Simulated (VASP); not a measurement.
# Be (P6_3/mmc) in VASP: further runs, part 2 of 2

VASP 6.6.1. The steps go on from the part before.

## Step 3: Single point, r2SCAN

This run uses another cell than the first one, of 7.94 Å³/atom, 1.004 times its volume.

POSCAR reads:

```
Be
1.0
    2.2692501078      0.0000000000      0.0000000000
   -1.1346250539      1.9652282409      0.0000000000
    0.0000000000      0.0000000000      3.5603525911
Be
2
Direct
    0.3333333333      0.6666666667      0.7500000000
    0.6666666667      0.3333333333      0.2500000000
```

INCAR.step1 reads:

```
ALGO = Normal ; EDIFF = 1E-4
ENCUT = 520 ; GGA = PE
ISMEAR = 0 ; LASPH = T
LCHARG = F ; LREAL = F
LWAVE = T ; NBANDS = 9
NELM = 100 ; PREC = Accurate
SIGMA = 0.05
```

INCAR.step2 reads:

```
ALGO = Normal ; EDIFF = 1E-6
ENCUT = 520 ; ISIF = 2
ISMEAR = 0 ; ISTART = 1
LASPH = T ; LCHARG = F
LMIXTAU = T ; LREAL = F
LWAVE = F ; METAGGA = R2SCAN
NBANDS = 9 ; NELM = 100
PREC = Accurate ; SIGMA = 0.05
```

KPOINTS reads:

```
k-points
0
Gamma
  20 20 12
```

Potentials or basis: VASP PAW PBE potentials, release 64 (Be).

Launch:

```bash
cat potpaw_PBE.64/Be/POTCAR > POTCAR
cp INCAR.step1 INCAR
mpirun -np 1 vasp_std > vasp.out
cp INCAR.step2 INCAR
mpirun -np 1 vasp_std > vasp.out
```

OUTCAR:

```text
EDIFF = 1E-6
   ENCUT = 520
   ISIF = 2
   ISMEAR = 0
   ISTART = 1
   LASPH = T
   LREAL = F
   METAGGA = R2SCAN
   NELM = 100
   PREC = Accurate

 ion  position               nearest neighbor table
   1  0.333  0.667  0.750-   2 2.21   2 2.21   2 2.21   2 2.21   2 2.21   2 2.21
   2  0.667  0.333  0.250-   1 2.21   1 2.21   1 2.21   1 2.21   1 2.21   1 2.21

  LATTYP: Found a hexagonal cell.
 ALAT       =     2.2692501078
 C/A-ratio  =     1.5689555677

  Lattice vectors:

[... 468 lines left out ...]
      3       8.3376      0.00000
      4      13.7443      0.00000
      5      17.0789      0.00000
      6      21.7282      0.00000
      7      23.5104      0.00000
      8      25.8290      0.00000
      9      29.2002      0.00000

 [... further k-points ...]
[... 5 lines left out ...]
  --------------------------------------------------------------------------------------
  -------------------------------------------------------------------------------------
  Total       -0.0191914     -0.0191914     -0.0269088      0.0000000      0.0000000      0.0000000
  in kB       -1.9365522     -1.9365522     -2.7152911      0.0000000      0.0000000      0.0000000
  external PRESSURE =      -2.1961319 kB  Pullay stress =       0.0000000 kB

 VOLUME and BASIS-vectors are now :
 -----------------------------------------------------------------------------
  energy-cutoff  :      520.00
  volume of cell :       15.88
      direct lattice vectors                 reciprocal lattice vectors
     2.269250108  0.000000000  0.000000000     0.440674211  0.254423374  0.000000000
    -1.134625054  1.965228241  0.000000000     0.000000000  0.508846748  0.000000000
     0.000000000  0.000000000  3.560352591     0.000000000  0.000000000  0.280871058

 POSITION                                       TOTAL-FORCE (eV/Angst)
 -----------------------------------------------------------------------------------
     -0.00000      1.31015      2.67026        -0.000000      0.000000      0.000000
      1.13463      0.65508      0.89009         0.000000     -0.000000      0.000000
 -----------------------------------------------------------------------------------
    total drift:                                0.000000     -0.000000      0.000000

  FREE ENERGIE OF THE ION-ELECTRON SYSTEM (eV)
  ---------------------------------------------------
  free  energy   TOTEN  =        -8.6810792178 eV

  energy  without entropy=       -8.6808359355  energy(sigma->0) =       -8.68095758
```

It took 60 s on 1 thread of Intel Xeon 6975P-C (Granite Rapids), shared host; peak memory 0.15 GiB.

What came out:

- Free energy: -8.6811 eV
- Pressure: -0.2 GPa
- Band gap on the k mesh: zero (band 2 reaches 8.17 eV, above the bottom of band 3 at 6.64 eV)

Caveat: the PAW data sets were made with another functional, which shifts forces and pressure a little.

## Step 4: Relaxation of shape and atoms at fixed volume, r2SCAN

This run uses another cell than the first one, of 7.94 Å³/atom, 1.004 times its volume.

POSCAR reads:

```
Be
1.0
    2.2798171717      0.0000000000      0.0000000000
   -1.1399085858      1.9743795866      0.0000000000
    0.0000000000      0.0000000000      3.5274242645
Be
2
Direct
    0.3333333333      0.6666666667      0.7500000000
    0.6666666667      0.3333333333      0.2500000000
```

INCAR.step1 reads:

```
  PREC = Accurate
  ENCUT = 600
  ISMEAR = 0
  SIGMA = 0.05
  LREAL = False
  LASPH = True
  NELM = 60
  GGA = PE
  ALGO = Normal
  EDIFF = 1E-4
  LWAVE = True
  LCHARG = False
```

INCAR.step2 reads:

```
  PREC = Accurate
  ENCUT = 600
  EDIFF = 1E-7
  ISMEAR = 0
  SIGMA = 0.05
  LREAL = False
  LASPH = True
  NELM = 60
  ALGO = Normal
  ISIF = 4
  LWAVE = False
  LCHARG = False
  METAGGA = R2SCAN
  LMIXTAU = True
  IBRION = 2
  NSW = 60
  EDIFFG = -0.02
  ISTART = 1
```

KPOINTS reads:

```
regular mesh
0
Gamma
  20 20 12
```

Launch:

```bash
cat potpaw_PBE.64/Be/POTCAR > POTCAR
cp INCAR.step1 INCAR
mpirun -np 1 vasp_std > vasp.out
cp INCAR.step2 INCAR
mpirun -np 1 vasp_std > vasp.out
```

Run time: 89 s. Hardware: 1 thread of Intel Xeon 6975P-C (Granite Rapids), shared host; peak memory 0.15 GiB.

It converged, with:

| Quantity | Value |
| --- | --- |
| Free energy | -8.6811 eV |
| Energy gained by relaxing | 1.2 meV/atom |
| Ionic steps | 2 |
| Pressure after relaxing | -0.2 GPa |
| Band gap on the k mesh | zero (band 2 reaches 8.17 eV, above the bottom of band 3 at 6.63 eV) |

Stress tensor (GPa, compression positive):
```
-0.33  0.00  0.00
 0.00 -0.33  0.00
 0.00  0.00  0.04
```

The path:
| step | energy change (eV) | largest force (eV/Å) | pressure (GPa) | volume (Å³) |
| --- | --- | --- | --- | --- |
| 1 | 0.0000 | 0.0000 | -0.05 | 15.88 |
| 2 | -0.0024 | 0.0000 | -0.21 | 15.88 |

Final structure:
```
CELL_PARAMETERS angstrom
2.27016 0.00000 0.00000
-1.13508 1.96602 0.00000
0.00000 0.00000 3.55749
ATOMIC_POSITIONS crystal
Be 0.33333 0.66667 0.75000
Be 0.66667 0.33333 0.25000
```

Levels at points of the mesh, in eV from the Fermi level:
```tsv
k point	band 1	band 2	band 3	band 4	band 5	band 6
(0.00, 0.00, 0.00)	-12.11	-4.58	1.24	17.28	17.28	20.33
(0.50, 0.00, 0.00)	-5.30	-3.28	4.03	6.89	7.34	10.20
(0.00, 0.00, 0.50)	-9.76	-9.76	11.63	11.63	19.10	19.10
(0.50, 0.00, 0.50)	-3.76	-3.76	1.63	1.63	13.00	13.00
```

Caveat: the PAW data sets were made with another functional, which shifts forces and pressure a little.

## Step 5: Summary

```tsv
task	cell	cutoff (eV)	gap on the mesh (eV)	pressure (GPa)
single point	a = 2.266, b = 2.266, c = 3.556 Å, angles 90.0, 90.0, 120.0°, 2 atoms	520	none	0.3
single point	a = 2.269, b = 2.269, c = 3.560 Å, angles 90.0, 90.0, 120.0°, 2 atoms	520	none	-0.2
relaxation of shape and atoms at fixed volume	relaxed from a = 2.280, b = 2.280, c = 3.527 Å, angles 90.0, 90.0, 120.0°, 2 atoms	600	none	-0.2
```

Alike in all rows: level r2SCAN; potentials or basis VASP PAW PBE potentials, release 64 (Be); no spin polarisation; k mesh 20 × 20 × 12; smearing gaussian 0.05 eV.

Caveats: the PAW data sets were made with another functional, which shifts forces and pressure a little.

Absolute energies hang on the potentials; compare differences alone.
